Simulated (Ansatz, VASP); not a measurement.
# Two plane-wave programs on Au

Contents of INCAR:

```
ALGO = Normal ; DIPOL = 0.5 0.5 0.500
EDIFF = 1E-7 ; ENCUT = 520
GGA = PE ; IDIPOL = 3
ISIF = 2 ; ISMEAR = 0
LASPH = T ; LCHARG = F
LDIPOL = T ; LREAL = F
LWAVE = F ; NBANDS = 48
NELM = 100 ; PREC = Accurate
SIGMA = 1.5
```

File KPOINTS:

```
k-points
0
Gamma
  12 8 1
```

Contents of POSCAR:

```
Au
1.0
    2.9402155410      0.0000000000      0.0000000000
    0.0000000000      4.1580926944      0.0000000000
    0.0000000000      0.0000000000     23.8206466230
Au
7
Direct
    0.5000000000      0.5000000000      0.3148529139
    0.0000000000      0.0000000000      0.3765686093
    0.5000000000      0.5000000000      0.4382843046
    0.0000000000      0.0000000000      0.5000000000
    0.5000000000      0.5000000000      0.5617156954
    0.0000000000      0.0000000000      0.6234313907
    0.5000000000      0.5000000000      0.6851470861
```

Input for Ansatz:

```yaml
crystal:
  lattice:
    - [2.940215541, 0.0, 0.0]
    - [0.0, 4.1580926944, 0.0]
    - [0.0, 0.0, 23.820646623]
  atoms:
    - { symbol: Au, position: [0.5, 0.5, 0.3148529139] }
    - { symbol: Au, position: [0.0, 0.0, 0.3765686093] }
    - { symbol: Au, position: [0.5, 0.5, 0.4382843046] }
    - { symbol: Au, position: [0.0, 0.0, 0.5] }
    - { symbol: Au, position: [0.5, 0.5, 0.5617156954] }
    - { symbol: Au, position: [0.0, 0.0, 0.6234313907] }
    - { symbol: Au, position: [0.5, 0.5, 0.6851470861] }
basis:
  ecutwfc: 420
kpoints:
  mp_grid: { grid: [12, 8, 1] }
hamiltonian:
  xc: pbe
scf:
  occupations: { method: gaussian, width: 1.5 }
output:
  forces: true
  stress: true
  eigenvalues: true
efield:
  axis: 3
  dipole_correction: true
  ramp_width: 0.04
```

Alike in both runs: task single point; functional PBE; k mesh 12 × 8 × 1; occupations gaussian, width 1.5 eV; no spin polarisation.

```csv
,VASP,Ansatz
version,VASP 6.6.1,Ansatz 0.2.0
potentials or method,"VASP PAW PBE potentials, release 64 (Au), cutoff 520 eV","scalar-relativistic, plane waves, PAW"
valence electrons in the cell,77,133
```

```csv
,VASP,Ansatz,Ansatz less VASP
gap on the k mesh at the Fermi level (eV),none,none,-
rms of the force components (eV/Å),0.175,0.176,+0.0004
```

Atom by atom the forces differ by 0.003 eV/Å (rms over components). A gap of «none» marks a metal or a gap that the smearing closes. With one functional, cell and mesh, what is left measures potentials, basis and numerics. VASP's potentials hold 77 valence electrons a cell and Ansatz's 133, so a difference there can come from the potentials and not from the codes.

Spin-orbit coupling is off throughout.
